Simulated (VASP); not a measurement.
# Cr (P6_3/mmc) in VASP: notebook, part 2 of 2

VASP 6.6.1. Earlier steps stand in the parts before.

**4. Single point, r2SCAN, collinear spin (11.55 Å³/atom)**

This run uses another cell than the first one, of 11.55 Å³/atom.

The input, POSCAR:

```
Cr
1.0
    2.4450938261      0.0000000000      0.0000000000
   -1.2225469131      2.1175133680      0.0000000000
    0.0000000000      0.0000000000      4.4607110567
Cr
2
Direct
    0.3333333333      0.6666666667      0.7500000000
    0.6666666667      0.3333333333      0.2500000000
```

The input, INCAR.step1:

```
PREC = Accurate ; ENCUT = 520
ISMEAR = 0 ; SIGMA = 0.05
LREAL = False ; LASPH = True
NELM = 150 ; ISPIN = 2
MAGMOM = 0.05 0.05 ; LMAXMIX = 4
NBANDS = 23 ; GGA = PE
ALGO = Normal ; EDIFF = 1E-4
LWAVE = True ; LCHARG = False
```

The input, INCAR.step2:

```
PREC = Accurate ; ENCUT = 520
EDIFF = 1E-7 ; ISMEAR = 0
SIGMA = 0.05 ; LREAL = False
LASPH = True ; NELM = 150
ALGO = Normal ; ISIF = 2
LWAVE = False ; LCHARG = True
ISPIN = 2 ; MAGMOM = 0.05 0.05
LORBIT = 11 ; LMAXMIX = 4
METAGGA = R2SCAN ; LMIXTAU = True
LELF = True ; LVHAR = True
NBANDS = 23 ; ISTART = 1
```

The input, KPOINTS:

```
Automatic mesh
0
Gamma
  20 20 10
```

Potentials or basis: VASP PAW PBE potentials, release 64 (Cr_pv).

Command:

```bash
> cat potpaw_PBE.64/Cr_pv/POTCAR > POTCAR
> cp INCAR.step1 INCAR
> mpirun -np 1 vasp_std > vasp.out
> cp INCAR.step2 INCAR
> mpirun -np 1 vasp_std > vasp.out
```

OUTCAR:

```text
PREC = Accurate
   ENCUT = 520
   EDIFF = 1E-7
   ISMEAR = 0
   LREAL = False
   LASPH = True
   NELM = 150
   ISIF = 2
   ISPIN = 2
   LORBIT = 11
   METAGGA = R2SCAN
   ISTART = 1

 ion  position               nearest neighbor table
   1  0.333  0.667  0.750-   2 2.64   2 2.64   2 2.64   2 2.64   2 2.64   2 2.64
   2  0.667  0.333  0.250-   1 2.64   1 2.64   1 2.64   1 2.64   1 2.64   1 2.64

  LATTYP: Found a hexagonal cell.
 ALAT       =     2.4450938261
 C/A-ratio  =     1.8243516912

  Lattice vectors:

 A1 = (   2.4450938261,   0.0000000000,   0.0000000000)
 A2 = (  -1.2225469131,   2.1175133680,   0.0000000000)
 A3 = (   0.0000000000,   0.0000000000,   4.4607110567)

Analysis of symmetry for initial positions (statically):
=====================================================================
 Subroutine PRICEL returns:
 Original cell was already a primitive cell.

 Routine SETGRP: Setting up the symmetry group for a
 hexagonal supercell.

 Subroutine GETGRP returns: Found 24 space group operations
 (whereof 12 operations were pure point group operations)
 out of a pool of 24 trial point group operations.

The static configuration has the point symmetry D_3d.
 The point group associated with its full space group is D_6h.

Analysis of symmetry for dynamics (positions and initial velocities):
=====================================================================
 Subroutine PRICEL returns:
 Original cell was already a primitive cell.

 Routine SETGRP: Setting up the symmetry group for a
 hexagonal supercell.

 Subroutine GETGRP returns: Found 24 space group operations
 (whereof 12 operations were pure point group operations)
 out of a pool of 24 trial point group operations.

The dynamic configuration has the point symmetry D_3d.
 The point group associated with its full space group is D_6h.

Analysis of structural, dynamic, and magnetic symmetry:
=====================================================================
[... 155 lines left out ...]
  ext. energy  EPLUGINS =         0.00000000
  ---------------------------------------------------
  free energy    TOTEN  =       -28.68130986 eV

  energy without entropy =      -28.67845464  energy(sigma->0) =      -28.67988225

 E-fermi :  10.8170     XC(G=0): -14.9498

 val. band max:       10.8129080462   @ k =   0.3000   0.3000   0.2000
 cond. band min:      10.8186858903   @ k =   0.4500   0.0500   0.0000
 fundamental gap:      0.0057778441
 Fermi energy:        10.8170230081

 spin component 1

 k-point     1 :       0.0000    0.0000    0.0000
  band No.  band energies     occupation
      1     -34.1619      1.00000
      2     -33.4309      1.00000
      3     -33.2127      1.00000
      4     -33.2127      1.00000
      5     -33.1491      1.00000
      6     -33.1491      1.00000
[... 613 lines left out ...]
     22      25.1897      0.00000
     23      28.6961      0.00000

 [... further k-points ...]

 spin component 2

 k-point     1 :       0.0000    0.0000    0.0000
  band No.  band energies     occupation
      1     -34.1619      1.00000
      2     -33.4309      1.00000
      3     -33.2127      1.00000
      4     -33.2127      1.00000
      5     -33.1491      1.00000
      6     -33.1491      1.00000
[... 613 lines left out ...]
     22      25.1897      0.00000
     23      28.6961      0.00000

 [... further k-points ...]

------------------------ aborting loop because EDIFF is reached ----------------------------------------

  FORCE on cell =-STRESS in cart. coord.  units (eV):
  Direction    XX          YY          ZZ          XY          YZ          ZX
  --------------------------------------------------------------------------------------
  -------------------------------------------------------------------------------------
  Total        0.6000544      0.6000544      0.5165791     -0.0000000      0.0000000      0.0000000
  in kB       41.6270301     41.6270301     35.8361748     -0.0000000      0.0000000      0.0000000
  external PRESSURE =      39.6967450 kB  Pullay stress =       0.0000000 kB

 VOLUME and BASIS-vectors are now :
 -----------------------------------------------------------------------------
  energy-cutoff  :      520.00
  volume of cell :       23.10
      direct lattice vectors                 reciprocal lattice vectors
     2.445093826  0.000000000  0.000000000     0.408982260  0.236126018  0.000000000
    -1.222546913  2.117513368  0.000000000     0.000000000  0.472252036  0.000000000
     0.000000000  0.000000000  4.460711057     0.000000000  0.000000000  0.224179506

 POSITION                                       TOTAL-FORCE (eV/Angst)
 -----------------------------------------------------------------------------------
     -0.00000      1.41168      3.34553         0.000000     -0.000000      0.000000
      1.22255      0.70584      1.11518        -0.000000      0.000000      0.000000
 -----------------------------------------------------------------------------------
    total drift:                               -0.000000      0.000000     -0.000000

  FREE ENERGIE OF THE ION-ELECTRON SYSTEM (eV)
  ---------------------------------------------------
  free  energy   TOTEN  =       -28.6813098571 eV

  energy  without entropy=      -28.6784546385  energy(sigma->0) =      -28.67988225

 total charge

# of ion       s       p       d       tot
------------------------------------------
    1        0.705   6.409   4.209  11.323
    2        0.705   6.409   4.209  11.323
--------------------------------------------------
tot          1.410  12.819   8.418  22.647

 magnetization (x)

# of ion       s       p       d       tot
------------------------------------------
    1       -0.000   0.000   0.000  -0.000
    2       -0.000   0.000   0.000  -0.000
--------------------------------------------------
tot         -0.000   0.000   0.000  -0.000
```

OUTCAR.step1:

```text
PREC = Accurate
   ENCUT = 520
   ISMEAR = 0
   LREAL = False
   LASPH = True
[... 1496 lines left out ...]
     -0.00000      1.41168      3.34553         0.000000     -0.000000      0.000000
      1.22255      0.70584      1.11518        -0.000000      0.000000      0.000000
 -----------------------------------------------------------------------------------
    total drift:                               -0.000000      0.000000     -0.000000

  FREE ENERGIE OF THE ION-ELECTRON SYSTEM (eV)
  ---------------------------------------------------
  free  energy   TOTEN  =       -18.2031119754 eV

  energy  without entropy=      -18.1991362927  energy(sigma->0) =      -18.20112413
```

OSZICAR.step1:

```text
N       E                     dE             d eps       ncg     rms          rms(c)
DAV:   1     0.239916438750E+03    0.23992E+03   -0.13563E+04 24512   0.128E+03
DAV:   2    -0.132042446634E+02   -0.25312E+03   -0.24402E+03 24806   0.381E+02
DAV:   3    -0.211375451233E+02   -0.79333E+01   -0.78755E+01 30945   0.789E+01
DAV:   4    -0.212059767397E+02   -0.68432E-01   -0.68360E-01 25350   0.750E+00
DAV:   5    -0.212068413758E+02   -0.86464E-03   -0.86463E-03 25759   0.793E-01    0.178E+01
DAV:   6    -0.182596373985E+02    0.29472E+01   -0.93655E+00 27571   0.356E+01    0.249E+00
DAV:   7    -0.182246189794E+02    0.35018E-01   -0.19792E-01 25380   0.431E+00    0.127E+00
DAV:   8    -0.182033690589E+02    0.21250E-01   -0.90432E-03 28719   0.862E-01    0.323E-01
DAV:   9    -0.182030950267E+02    0.27403E-03   -0.11053E-03 25758   0.368E-01    0.147E-01
DAV:  10    -0.182031119754E+02   -0.16949E-04   -0.71128E-05 14384   0.820E-02
   1 F= -.18203112E+02 E0= -.18201124E+02  d E =-.397568E-02  mag=    -0.0002
```

It took 27 min on 1 thread of AMD EPYC 7R43 (Zen 3), shared host; peak memory 0.26 GiB.

What came out:

```yaml
Free_energy: -28.6813 eV
Pressure: 4.0 GPa
Band_gap_on_the_k_mesh: zero (filled and empty bands overlap)
Net_moment: 0.00 μB per cell
Valence_electrons_inside_the_program's_atomic_spheres: Cr 11.32
```

Levels at points of the mesh, in eV from the Fermi level:
Spin up:
```csv
k point,band 10,band 11,band 12,band 13,band 14,band 15
"(0.00, 0.00, 0.00)",-0.73,-0.40,-0.40,-0.07,-0.07,1.37
"(0.50, 0.00, 0.00)",-1.07,-0.74,-0.50,0.05,2.53,3.08
"(0.00, 0.00, 0.50)",-2.02,-0.36,-0.36,-0.36,-0.36,2.06
"(0.50, 0.00, 0.50)",-2.80,1.16,1.16,1.24,1.24,3.14
```
Spin down:
```
           k point  band 10  band 11  band 12  band 13  band 14  band 15
(0.00, 0.00, 0.00)    -0.73    -0.40    -0.40    -0.07    -0.07     1.37
(0.50, 0.00, 0.00)    -1.07    -0.74    -0.50     0.05     2.53     3.08
(0.00, 0.00, 0.50)    -2.02    -0.36    -0.36    -0.36    -0.36     2.06
(0.50, 0.00, 0.50)    -2.80     1.16     1.16     1.24     1.24     3.14
```

Caveat: the cell stands under pressure; the PAW data sets were made with another functional, which shifts forces and pressure a little.
